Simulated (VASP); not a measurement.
Here is a VASP 6.6.1 calculation.

File INCAR:

```
SYSTEM = C
  PREC = Accurate
  ENCUT = 520
  EDIFF = 1E-6
  ISMEAR = -1
  SIGMA = 0.08
  LREAL = .False.
  LASPH = .True.
  NELM = 60
  ALGO = Normal
  ISIF = 2
  LWAVE = .False.
  LCHARG = .False.
  GGA = CA
  NBANDS = 11
```

File KPOINTS:

```
Automatic mesh
0
Gamma
  20 20 20
  0 0 0
```

The input POSCAR:

```
C
1.0
    0.0000000000      1.7298980000      1.7834000000
    1.7298980000      0.0000000000      1.7834000000
    1.7298980000      1.7298980000      0.0000000000
C
2
Direct
    0.5000000000      0.5000000000      0.5000000000
    0.7500000000      0.7500000000      0.7500000000
```

Potentials or basis: VASP PAW LDA potentials, release 64 (C).

The run is started by

```bash
$ cat potpaw_LDA.64/C/POTCAR > POTCAR
$ mpirun -np 1 vasp_std > vasp.out
```

Q: Estimate the band gap on the k mesh.

A: 3.85 eV (least direct gap 5.43 eV).

Q: What does it give for the pressure?

A: 17.3 GPa.

Stress tensor (GPa, compression positive):
```
27.60  0.00  0.00
 0.00 27.60  0.00
 0.00  0.00 -3.37
```

Caveat: the cell differs from its parent crystal (equal xx and yy strain of -3 %); the cell stands under pressure. A k mesh can miss the band edges.
